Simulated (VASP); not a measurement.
Runs of VASP 6.6.1 on AlRh. The structure is that of space group Pm-3m (No. 221), or close to it. The cells are those of the table. 

| cell | further INCAR settings | gap on the mesh (eV) | pressure (GPa) |
| --- | --- | --- | --- |
| a = 2.977, b = 3.096 Å, 2 atoms | ALGO = Fast; EDIFF = 1e-06; NBANDS = 16 | none | -12.5 |
| a = 2.977, b = 2.918 Å, 2 atoms | ALGO = Fast; EDIFF = 1e-06; NBANDS = 16 | none | -1.2 |
| a = 2.977, b = 3.007 Å, 2 atoms | ALGO = Fast; EDIFF = 1e-06; NBANDS = 16 | none | (b) |
| a = 2.977, b = 2.858 Å, 2 atoms | ALGO = Fast; EDIFF = 1e-07; NBANDS = 16 | none | (a) |
| a = 2.977, b = 3.067 Å, 2 atoms | ALGO = Fast; EDIFF = 1e-06; NBANDS = 16 | none | -10.9 |
| a = 2.977, b = 2.888 Å, 2 atoms | ALGO = Fast; EDIFF = 1e-06; NBANDS = 16 | none | 1.1 |

Alike in all rows: task single point; level LDA; potentials or basis VASP PAW LDA potentials, release 64 (Al, Rh_pv); no spin polarisation; k mesh 16 × 16 × 16; cutoff (eV) 520; smearing gaussian 0.15 eV.

Task: Fill in the values left out.

Result: (a) 3.8; (b) -7.4.

Caveats: the cell stands under tension (at least some runs); the stress differs along the axes, from 0 to 10 GPa (at least some runs); the stress differs along the axes, from -1 to 6 GPa (at least some runs).

A k mesh can miss the band edges, and the runs leave out spin-orbit coupling on Rh.

A gap of «none» marks levels without a gap at the run's occupations.
